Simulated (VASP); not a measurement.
The system is Ge.

```xyz
2
Lattice="0.0000 2.8289 2.8289 2.8289 0.0000 2.8289 2.8289 2.8289 0.0000" Properties=species:S:1:pos:R:3 pbc="T T T"
Ge    0.0000    0.0000    0.0000
Ge    1.4145    1.4145    1.4145
```

```yaml
Program: VASP 6.6.1
Task: relaxation of cell and atoms
Functional: PBE
Potentials_or_basis: VASP PAW PBE potentials, release 64 (Ge_d)
Cutoff: 600 eV
k_mesh: 6 × 6 × 6
Occupations: fermi-dirac, width 0.02 eV
Spin: no spin polarisation
```

At the start: pressure 3.5 GPa; volume 22.64 Å³/atom.

How do energy, volume and symmetry change on relaxing?

Over 5 steps the energy falls by 14.2 meV/atom and the volume is 23.90 Å³/atom (+5.6 %); space group Fd-3m (No. 227, to 0.05 Å).

The path:
| step | energy change (eV) | largest force (eV/Å) | pressure (GPa) | volume (Å³) |
| --- | --- | --- | --- | --- |
| 1 | 0.0000 | 0.0000 | 3.54 | 45.28 |
| 2 | -0.0264 | 0.0000 | -0.97 | 48.64 |
| 3 | -0.0284 | 0.0000 | -0.24 | 47.89 |
| 4 | -0.0283 | 0.0000 | 0.20 | 47.72 |
| 5 | -0.0284 | 0.0000 | 0.01 | 47.80 |

Final structure:
```cif
data_structure
_symmetry_space_group_name_H-M 'P 1'
_symmetry_Int_Tables_number 1
_cell_length_a 4.0735
_cell_length_b 4.0735
_cell_length_c 4.0735
_cell_angle_alpha 60.000
_cell_angle_beta 60.000
_cell_angle_gamma 60.000
_cell_volume 47.80
loop_
_atom_site_label
_atom_site_type_symbol
_atom_site_fract_x
_atom_site_fract_y
_atom_site_fract_z
_atom_site_occupancy
Ge1 Ge 0.00000 0.00000 0.00000 1
Ge2 Ge 0.25000 0.25000 0.25000 1
```
